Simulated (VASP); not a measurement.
# CuO (P4/nmm) in VASP: further runs

CuO is run at these levels: PBE+U; tasks: single point.

Program: VASP 6.6.1. These are calculated values, not measurements. Logs are shortened: lines on timing, memory, paths and dates and some standing lists are left out, and cuts for length are marked.

## Step 1: The cell of the first run

The structure is tetragonal, space group P4/nmm (No. 129). The conventional cell has a = 3.175 Å, b = 3.175 Å, c = 4.650 Å, α = 90.00°, β = 90.00°, γ = 90.00°. Within 2.7 Å of Cu (site symmetry -4m2) lie 4 O at 2.02 Å and 4 Cu at 2.25 Å. O (site symmetry 4mm) has 4 Cu at 2.02 Å within 2.7 Å.

## Step 2: Single point, PBE+U

File INCAR:

```
SYSTEM = CuO
  ALGO = Normal
  EDIFF = 1E-6
  ENCUT = 520
  GGA = PE
  ISIF = 2
  ISMEAR = -1
  LASPH = .TRUE.
  LCHARG = .FALSE.
  LDAU = .TRUE.
  LDAUJ = 0 0
  LDAUL = 2 -1
  LDAUPRINT = 1
  LDAUTYPE = 2
  LDAUU = 1 0
  LMAXMIX = 4
  LREAL = .FALSE.
  LWAVE = .FALSE.
  NBANDS = 25
  NELM = 150
  PREC = Accurate
  SIGMA = 0.05
```

File KPOINTS:

```
k-points
0
G
  8 8 6
  0 0 0
```

File POSCAR:

```
CuO
1.0
    3.1754955000      0.0000000000      0.0000000000
    0.0000000000      3.1754955000      0.0000000000
    0.0000000000      0.0000000000      4.6495318700
Cu O
2 2
Direct
    0.0000000000      0.0000000000      0.0000000000
    0.5000000000      0.5000000000      0.0000000000
    0.5000000000      0.0000000000      0.2670000000
    0.0000000000      0.5000000000      0.7330000000
```

Potentials or basis: VASP PAW PBE potentials, release 64 (Cu, O).

Started as:

```bash
$ cat potpaw_PBE.64/Cu/POTCAR potpaw_PBE.64/O/POTCAR > POTCAR
$ mpirun -np 1 vasp_std > vasp.out
```

OUTCAR:

```text
SYSTEM = CuO
   EDIFF = 1E-6
   ENCUT = 520
   GGA = PE
   ISIF = 2
   ISMEAR = -1
   LASPH = .TRUE.
   LREAL = .FALSE.
   NELM = 150
   PREC = Accurate

 ion  position               nearest neighbor table
   1  0.000  0.000  0.000-   3 2.02   4 2.02   4 2.02   3 2.02   2 2.25   2 2.25   2 2.25   2 2.25

   2  0.500  0.500  0.000-   3 2.02   4 2.02   3 2.02   4 2.02   1 2.25   1 2.25   1 2.25   1 2.25

   3  0.500  0.000  0.267-   1 2.02   2 2.02   2 2.02   1 2.02
   4  0.000  0.500  0.733-   1 2.02   2 2.02   1 2.02   2 2.02

  LATTYP: Found a simple tetragonal cell.
 ALAT       =     3.1754955000
 C/A-ratio  =     1.4641909806

  Lattice vectors:

 A1 = (   3.1754955000,   0.0000000000,   0.0000000000)
 A2 = (   0.0000000000,   3.1754955000,   0.0000000000)
 A3 = (   0.0000000000,   0.0000000000,   4.6495318700)

Analysis of symmetry for initial positions (statically):
=====================================================================
 Subroutine PRICEL returns:
 Original cell was already a primitive cell.

 Routine SETGRP: Setting up the symmetry group for a
 simple tetragonal supercell.

 Subroutine GETGRP returns: Found 16 space group operations
 (whereof  8 operations were pure point group operations)
 out of a pool of 16 trial point group operations.

The static configuration has the point symmetry D_2d.
 The point group associated with its full space group is D_4h.

Analysis of symmetry for dynamics (positions and initial velocities):
=====================================================================
 Subroutine PRICEL returns:
 Original cell was already a primitive cell.

 Routine SETGRP: Setting up the symmetry group for a
 simple tetragonal supercell.

 Subroutine GETGRP returns: Found 16 space group operations
 (whereof  8 operations were pure point group operations)
 out of a pool of 16 trial point group operations.

The dynamic configuration has the point symmetry D_2d.
 The point group associated with its full space group is D_4h.

 Subroutine INISYM returns: Found 16 space group operations
 (whereof  8 operations are pure point group operations),
 and found     1 'primitive' translations

----------------------------------------------------------------------------------------

                                     Primitive cell

  volume of cell :      46.8848

  direct lattice vectors                    reciprocal lattice vectors
     3.175495500  0.000000000  0.000000000     0.314911484  0.000000000  0.000000000
     0.000000000  3.175495500  0.000000000     0.000000000  0.314911484  0.000000000
     0.000000000  0.000000000  4.649531870     0.000000000  0.000000000  0.215075416

  length of vectors
     3.175495500  3.175495500  4.649531870     0.314911484  0.314911484  0.215075416

  position of ions in fractional coordinates (direct lattice)
     0.000000000  0.000000000  0.000000000
     0.500000000  0.500000000  0.000000000
     0.500000000  0.000000000  0.267000000
     0.000000000  0.500000000  0.733000000

  ion indices of the primitive-cell ions
   primitive index   ion index
                 1           1
                 2           2
                 3           3
                 4           4

----------------------------------------------------------------------------------------

 KPOINTS: k-points

Automatic generation of k-mesh.
[... 92 lines left out ...]
   angular momentum for each species LDAUL =     2   -1
   U (eV)           for each species LDAUU =   1.0  0.0
   J (eV)           for each species LDAUJ =   0.0  0.0
   GGA     = PE    functional components
   LHFCALC =     F    Hartree Fock is set to
   AEXX    =    0.0000 exact exchange contribution
   IVDW    =     0    specifies the selected vdW correction
   LEPSILON=     F    determine dielectric tensor
   LRPA    =     F    only Hartree local field effects (RPA)
 non-spin polarized calculation
  energy-cutoff  :      520.00
  volume of cell :       46.88
 maximum number of plane-waves:      1288
 NGX is ok and might be reduce to    24
   NGX = 11   NGY = 11   NGZ = 17

atom =   1  type =  1  l = 2

 onsite density matrix

spin component  1

  0.9456  0.0000  0.0000  0.0000  0.0000
  0.0000  0.8937 -0.0000  0.0000 -0.0000
  0.0000 -0.0000  0.9452  0.0000  0.0000
  0.0000  0.0000  0.0000  0.8937 -0.0000
  0.0000 -0.0000  0.0000 -0.0000  0.9474

spin component  2

  0.9456  0.0000  0.0000  0.0000  0.0000
  0.0000  0.8937 -0.0000  0.0000 -0.0000
  0.0000 -0.0000  0.9452  0.0000  0.0000
  0.0000  0.0000  0.0000  0.8937 -0.0000
  0.0000 -0.0000  0.0000 -0.0000  0.9474

 occupancies and eigenvectors

  o =  0.8937  v =  0.0000  0.8674 -0.0000 -0.4977  0.0000  0.0000  0.0000  0.0000  0.0000  0.0000      0.0000  0.0000  0.0000  0.0000  0.0000  0.0000  0.0000  0.0000  0.0000  0.0000
  o =  0.8937  v =  0.0000  0.0000  0.0000  0.0000  0.0000  0.0000  0.8674 -0.0000 -0.4977  0.0000      0.0000  0.0000  0.0000  0.0000  0.0000  0.0000  0.0000  0.0000  0.0000  0.0000
  o =  0.8937  v =  0.0000  0.0000  0.0000  0.0000  0.0000  0.0000  0.4977 -0.0000  0.8674 -0.0000      0.0000  0.0000  0.0000  0.0000  0.0000  0.0000  0.0000  0.0000  0.0000  0.0000
  o =  0.8937  v =  0.0000  0.4977 -0.0000  0.8674 -0.0000  0.0000  0.0000  0.0000  0.0000  0.0000      0.0000  0.0000  0.0000  0.0000  0.0000  0.0000  0.0000  0.0000  0.0000  0.0000
  o =  0.9452  v =  0.0000 -0.0000 -1.0000 -0.0000  0.0000  0.0000  0.0000  0.0000  0.0000  0.0000      0.0000  0.0000  0.0000  0.0000  0.0000  0.0000  0.0000  0.0000  0.0000  0.0000
  o =  0.9452  v =  0.0000  0.0000  0.0000  0.0000  0.0000  0.0000 -0.0000 -1.0000 -0.0000  0.0000      0.0000  0.0000  0.0000  0.0000  0.0000  0.0000  0.0000  0.0000  0.0000  0.0000
  o =  0.9456  v =  1.0000  0.0000  0.0000  0.0000  0.0000  0.0000  0.0000  0.0000  0.0000  0.0000      0.0000  0.0000  0.0000  0.0000  0.0000  0.0000  0.0000  0.0000  0.0000  0.0000
  o =  0.9456  v =  0.0000  0.0000  0.0000  0.0000  0.0000  1.0000  0.0000  0.0000  0.0000  0.0000      0.0000  0.0000  0.0000  0.0000  0.0000  0.0000  0.0000  0.0000  0.0000  0.0000
  o =  0.9474  v =  0.0000  0.0000  0.0000  0.0000  0.0000  0.0000  0.0000 -0.0000 -0.0000 -1.0000      0.0000  0.0000  0.0000  0.0000  0.0000  0.0000  0.0000  0.0000  0.0000  0.0000
  o =  0.9474  v =  0.0000  0.0000 -0.0000 -0.0000 -1.0000  0.0000  0.0000  0.0000  0.0000  0.0000      0.0000  0.0000  0.0000  0.0000  0.0000  0.0000  0.0000  0.0000  0.0000  0.0000

atom =   2  type =  1  l = 2

 onsite density matrix

spin component  1

  0.9456  0.0000  0.0000 -0.0000 -0.0000
  0.0000  0.8937 -0.0000  0.0000 -0.0000
  0.0000 -0.0000  0.9452 -0.0000 -0.0000
 -0.0000  0.0000 -0.0000  0.8937  0.0000
 -0.0000 -0.0000 -0.0000  0.0000  0.9474

spin component  2

  0.9456  0.0000  0.0000 -0.0000 -0.0000
  0.0000  0.8937 -0.0000  0.0000 -0.0000
  0.0000 -0.0000  0.9452 -0.0000 -0.0000
 -0.0000  0.0000 -0.0000  0.8937  0.0000
 -0.0000 -0.0000 -0.0000  0.0000  0.9474

 occupancies and eigenvectors

  o =  0.8937  v =  0.0000 -0.2691 -0.0000  0.9631  0.0000  0.0000  0.0000  0.0000  0.0000  0.0000      0.0000  0.0000  0.0000  0.0000  0.0000  0.0000  0.0000  0.0000  0.0000  0.0000
  o =  0.8937  v =  0.0000  0.0000  0.0000  0.0000  0.0000  0.0000 -0.2691 -0.0000  0.9631  0.0000      0.0000  0.0000  0.0000  0.0000  0.0000  0.0000  0.0000  0.0000  0.0000  0.0000
  o =  0.8937  v =  0.0000 -0.9631  0.0000 -0.2691  0.0000  0.0000  0.0000  0.0000  0.0000  0.0000      0.0000  0.0000  0.0000  0.0000  0.0000  0.0000  0.0000  0.0000  0.0000  0.0000
  o =  0.8937  v =  0.0000  0.0000  0.0000  0.0000  0.0000  0.0000 -0.9631  0.0000 -0.2691  0.0000      0.0000  0.0000  0.0000  0.0000  0.0000  0.0000  0.0000  0.0000  0.0000  0.0000
  o =  0.9452  v =  0.0000  0.0000 -1.0000 -0.0000 -0.0000  0.0000  0.0000  0.0000  0.0000  0.0000      0.0000  0.0000  0.0000  0.0000  0.0000  0.0000  0.0000  0.0000  0.0000  0.0000
  o =  0.9452  v =  0.0000  0.0000  0.0000  0.0000  0.0000  0.0000  0.0000 -1.0000 -0.0000 -0.0000      0.0000  0.0000  0.0000  0.0000  0.0000  0.0000  0.0000  0.0000  0.0000  0.0000
  o =  0.9456  v =  1.0000  0.0000  0.0000  0.0000  0.0000  0.0000  0.0000  0.0000  0.0000  0.0000      0.0000  0.0000  0.0000  0.0000  0.0000  0.0000  0.0000  0.0000  0.0000  0.0000
  o =  0.9456  v =  0.0000  0.0000  0.0000  0.0000  0.0000  1.0000  0.0000  0.0000  0.0000  0.0000      0.0000  0.0000  0.0000  0.0000  0.0000  0.0000  0.0000  0.0000  0.0000  0.0000
  o =  0.9474  v =  0.0000  0.0000  0.0000  0.0000  0.0000  0.0000  0.0000 -0.0000 -0.0000  1.0000      0.0000  0.0000  0.0000  0.0000  0.0000  0.0000  0.0000  0.0000  0.0000  0.0000
  o =  0.9474  v =  0.0000  0.0000 -0.0000 -0.0000  1.0000  0.0000  0.0000  0.0000  0.0000  0.0000      0.0000  0.0000  0.0000  0.0000  0.0000  0.0000  0.0000  0.0000  0.0000  0.0000

 number of electron      34.0000035 magnetization

 Free energy of the ion-electron system (eV)
  ---------------------------------------------------
  ext. energy  EPLUGINS =         0.00000000
  ---------------------------------------------------
  free energy    TOTEN  =       -15.43220383 eV

  energy without entropy =      -15.37896198  energy(sigma->0) =      -15.40558290

 E-fermi :   2.9738     XC(G=0): -10.7283

 val. band max:        2.9441628107   @ k =   0.3750   0.2500   0.3333
 cond. band min:       2.9774334117   @ k =   0.5000   0.0000   0.3333
 fundamental gap:      0.0332706010
 Fermi energy:         2.9738031621

 k-point     1 :       0.0000    0.0000    0.0000
  band No.  band energies     occupation
      1     -15.4478      2.00000
      2     -14.6584      2.00000
      3      -3.3707      2.00000
      4      -2.4893      2.00000
      5      -1.9479      2.00000
      6      -1.9479      2.00000
[... 661 lines left out ...]
     24      16.2317      0.00000
     25      17.6208      0.00000

 [... further k-points ...]
[... 5 lines left out ...]
  --------------------------------------------------------------------------------------
  -------------------------------------------------------------------------------------
  Total        8.2898847      8.2898847     -2.5716097      0.0000000      0.0000000      0.0000000
  in kB      283.2871272    283.2871272    -87.8786571      0.0000000      0.0000000      0.0000000
  external PRESSURE =     159.5651991 kB  Pullay stress =       0.0000000 kB

 VOLUME and BASIS-vectors are now :
 -----------------------------------------------------------------------------
  energy-cutoff  :      520.00
  volume of cell :       46.88
      direct lattice vectors                 reciprocal lattice vectors
     3.175495500  0.000000000  0.000000000     0.314911484  0.000000000  0.000000000
     0.000000000  3.175495500  0.000000000     0.000000000  0.314911484  0.000000000
     0.000000000  0.000000000  4.649531870     0.000000000  0.000000000  0.215075416

 POSITION                                       TOTAL-FORCE (eV/Angst)
 -----------------------------------------------------------------------------------
      0.00000      0.00000      0.00000         0.000000     -0.000000     -0.000000
      1.58775      1.58775      0.00000         0.000000      0.000000     -0.000000
      1.58775      0.00000      1.24143         0.000000      0.000000     -0.888674
      0.00000      1.58775      3.40811         0.000000      0.000000      0.888674
 -----------------------------------------------------------------------------------
    total drift:                                0.000000     -0.000000     -0.000000

  FREE ENERGIE OF THE ION-ELECTRON SYSTEM (eV)
  ---------------------------------------------------
  free  energy   TOTEN  =       -15.4322038285 eV

  energy  without entropy=      -15.3789619788  energy(sigma->0) =      -15.40558290
```

It took 30 s on 1 thread of Intel Xeon Platinum 8488C (Sapphire Rapids), shared host; peak memory 0.19 GiB.

Results:

| Item | Value |
| --- | --- |
| Free energy | -15.4322 eV |
| Pressure | 16.0 GPa |
| Largest force | 0.889 eV/Å |
| Band gap on the k mesh | zero (band 17 reaches 3.43 eV, above the bottom of band 18 at 2.49 eV) |

Forces on the atoms (eV/Å):
```
Cu   0.000  0.000  0.000
Cu   0.000  0.000  0.000
O    0.000  0.000 -0.889
O    0.000  0.000  0.889
```

Eigenvalues of the final occupation matrices:
| site | spin | trace | eigenvalues |
| --- | --- | --- | --- |
| site 1 d | 1 | 4.63 | 0.89 0.89 0.95 0.95 0.95 |
| site 1 d | 2 | 4.63 | 0.89 0.89 0.95 0.95 0.95 |
| site 2 d | 1 | 4.63 | 0.89 0.89 0.95 0.95 0.95 |
| site 2 d | 2 | 4.63 | 0.89 0.89 0.95 0.95 0.95 |

Caveat: U without spin polarisation on a metal has little footing.

[end of part 1 of 2]
